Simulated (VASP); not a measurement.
## SiC: single point with PBE

The system is SiC.

```
Si C
1.0
     0.00000    2.18986    2.26650
     2.11321    0.00000    2.26650
     2.11321    2.18986    0.00000
Si C
1 1
Cartesian
  0.0000 0.0000 0.0000
  3.1698 3.2848 3.3998
```

This cell differs from its parent crystal: strain +e along x and -e along y -0.0350, strain +e along z and -e/2 along x and y +0.0000.

```json
{
  "Program": "VASP 6.6.1",
  "Task": "single point",
  "Functional": "PBE",
  "Potentials or basis": "VASP PAW PBE potentials, release 64 (Si, C)",
  "Cutoff": "600 eV",
  "k mesh": "10 × 10 × 10",
  "Occupations": "gaussian, width 0.05 eV",
  "Spin": "no spin polarisation",
  "Dipole correction": "no",
  "Further INCAR settings": "ALGO = Normal; EDIFF = 1e-06; NBANDS = 11"
}
```

```json
{"Pressure": "-0.2 GPa", "Band gap on the k mesh": "0.84 eV (least direct gap 4.46 eV)"}
```

Stress tensor (GPa, compression positive):
```
 8.24  0.00  0.00
 0.00  1.02  0.00
 0.00  0.00 -9.78
```

Levels at points of the mesh, in eV from the valence-band top:
```
           k point  band 1  band 2  band 3  band 4  band 5  band 6  band 7  band 8
(0.00, 0.00, 0.00)  -15.53   -0.48   -0.20    0.00    5.81    6.89    7.00    7.08
(0.50, 0.00, 0.00)  -12.01   -8.69   -1.64   -0.92    4.77    6.66    7.55    9.80
(0.50, 0.50, 0.00)  -10.83   -8.41   -3.03   -2.98    1.47    4.64   13.23   13.77
(0.50, 0.00, 0.50)  -10.57   -7.99   -3.43   -3.31    1.16    4.06   12.53   14.19
(0.00, 0.50, 0.50)  -10.30   -7.54   -3.78   -3.72    0.84    3.44   12.93   14.02
```

Run time: 79 s on 1 thread of Intel Xeon 8259CL, with other jobs on the host, peak memory 0.18 GiB.

Caveat: the cell differs from its parent crystal (strain +e along x and -e along y -0.0350, strain +e along z and -e/2 along x and y +0.0000); the stress differs along the axes, from -10 to 8 GPa. A k mesh can miss the band edges.
